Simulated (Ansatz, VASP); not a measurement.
# HgSe in VASP and in Ansatz

The input INCAR:

```
SYSTEM = HgSe
ALGO = Normal ; EDIFF = 1E-6
ENCUT = 500 ; GGA = PS
GGA_COMPAT = .FALSE. ; ISIF = 2
ISMEAR = 0 ; LASPH = .TRUE.
LCHARG = .FALSE. ; LREAL = .FALSE.
LWAVE = .FALSE. ; NBANDS = 16
NELM = 120 ; PREC = Accurate
SIGMA = 0.1
```

Contents of KPOINTS:

```
k-points
0
G
  6 6 6
  0 0 0
```

The input POSCAR:

```
HgSe
1.0
    0.0000000000      3.0518486612      3.0518486612
    3.0518486612      0.0000000000      3.0518486612
    3.0518486612      3.0518486612      0.0000000000
Hg Se
1 1
Direct
    0.0000000000      0.0000000000      0.0000000000
    0.2500000000      0.2500000000      0.2500000000
```

Input for Ansatz:

```yaml
crystal:
  lattice:
    - [0.0, 3.0518486612, 3.0518486612]
    - [3.0518486612, 0.0, 3.0518486612]
    - [3.0518486612, 3.0518486612, 0.0]
  atoms:
    - { symbol: Hg, position: [0.0, 0.0, 0.0] }
    - { symbol: Se, position: [0.25, 0.25, 0.25] }
basis:
  ecutwfc: 420
kpoints:
  mp_grid: { grid: [6, 6, 6] }
hamiltonian:
  xc: pbesol
scf:
  occupations: { method: gaussian, width: 0.1 }
output:
  forces: true
  stress: true
  eigenvalues: true
```

Alike in both runs: task single point; functional PBEsol; k mesh 6 × 6 × 6; occupations gaussian, width 0.1 eV; no spin polarisation.

```csv
,VASP,Ansatz
version,VASP 6.6.1,Ansatz 0.2.0
potentials or method,"VASP PAW PBE potentials, release 64 (Hg, Se), cutoff 500 eV","scalar-relativistic, plane waves, PAW"
valence electrons in the cell,18,36
```

Ansatz gave:

- gap on the k mesh at the Fermi level (eV): none
- pressure (GPa): 0.8

Problem. Which values does VASP return?

Solution. gap on the k mesh at the Fermi level (eV): none; pressure (GPa): 1.1.

VASP's potentials were made for PBE, not for PBEsol. A gap of «none» marks a metal or a gap that the smearing closes. VASP's potentials hold 18 valence electrons a cell and Ansatz's 36, so a difference there can come from the potentials and not from the codes.

Spin-orbit coupling is off throughout.
